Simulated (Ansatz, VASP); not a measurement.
**Al3Cu2 in VASP and in Ansatz**

```xyz
5
Lattice="4.1031 0.0293 -0.0330 -2.0262 3.5096 0.0000 -0.0403 -0.0232 5.0165" Properties=species:S:1:pos:R:3 pbc="T T T"
Al   -0.0708   -0.0534   -0.0639
Al   -0.0836    2.2791    1.6830
Al    1.9786    1.1299    3.1726
Cu   -0.0703    2.2867    4.1427
Cu    1.9652    1.1223    0.7129
```

Alike in both runs: functional PBEsol; k mesh 6 × 6 × 4; occupations gaussian, width 0.1 eV; no spin polarisation.

Ansatz relaxed the structure, and its values are those at the end. VASP's run is a single point on that final structure, the one shown.

|  | VASP | Ansatz |
| --- | --- | --- |
| version | VASP 6.6.1 | Ansatz 0.2.0 |
| potentials or method | VASP PAW PBE potentials, release 64 (Al, Cu), cutoff 520 eV | scalar-relativistic, plane waves, PAW |
| valence electrons in the cell | 31 | 47 |

|  | VASP | Ansatz | Ansatz less VASP |
| --- | --- | --- | --- |
| gap on the k mesh at the Fermi level (eV) | none | none | - |
| pressure (GPa) | 0.4 | 0.0 | -0.43 |

VASP's potentials were made for PBE, not for PBEsol. A gap of «none» marks a metal or a gap that the smearing closes. VASP's potentials hold 31 valence electrons a cell and Ansatz's 47, so a difference there can come from the potentials and not from the codes.
